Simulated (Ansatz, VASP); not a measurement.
Two plane-wave programs on Si16Au

```
Si Au
1.0
     0.00000    5.43000    5.43000
     5.43000    0.00000    5.43000
     5.43000    5.43000    0.00000
Si Au
16 1
Direct
  0.02249 0.02232 0.02181
  0.14589 0.14564 0.14553
  0.00184 0.00123 0.51851
  0.11667 0.11464 0.66141
  0.00225 0.51882 0.00168
  0.11636 0.66175 0.11551
  0.97064 0.51599 0.51576
  0.11329 0.62977 0.63042
  0.51897 0.00143 0.00156
  0.66202 0.11495 0.11629
  0.51666 0.96944 0.51597
  0.63037 0.11245 0.63010
  0.51669 0.51590 0.97037
  0.63089 0.62989 0.11322
  0.48645 0.48563 0.48625
  0.60992 0.60898 0.61004
  0.31609 0.31534 0.31562
```

Alike in both runs: functional PBE; k mesh 2 × 2 × 2; occupations gaussian, width 0.05 eV; collinear spin.

Ansatz relaxed the structure, and its values are those at the end. VASP's run is a single point on that final structure, the one shown.

|  | VASP | Ansatz |
| --- | --- | --- |
| version | VASP 6.6.1 | Ansatz 0.2.0 |
| potentials or method | VASP PAW PBE potentials, release 64 (Si, Au), cutoff 520 eV | scalar-relativistic, plane waves, PAW |
| valence electrons in the cell | 75 | 83 |

|  | VASP | Ansatz | Ansatz less VASP |
| --- | --- | --- | --- |
| rms of the force components (eV/Å) | 0.009 | 0.009 | +0.0002 |
| net moment per atom (μB) | 0.00 | 0.00 | 0.000 |

VASP's potentials hold 75 valence electrons a cell and Ansatz's 83, so a difference there can come from the potentials and not from the codes. Ansatz's warnings: seeded moment not kept.

The k mesh is coarse, so the values compare programs but aren't converged. Neither program's run includes spin-orbit coupling.
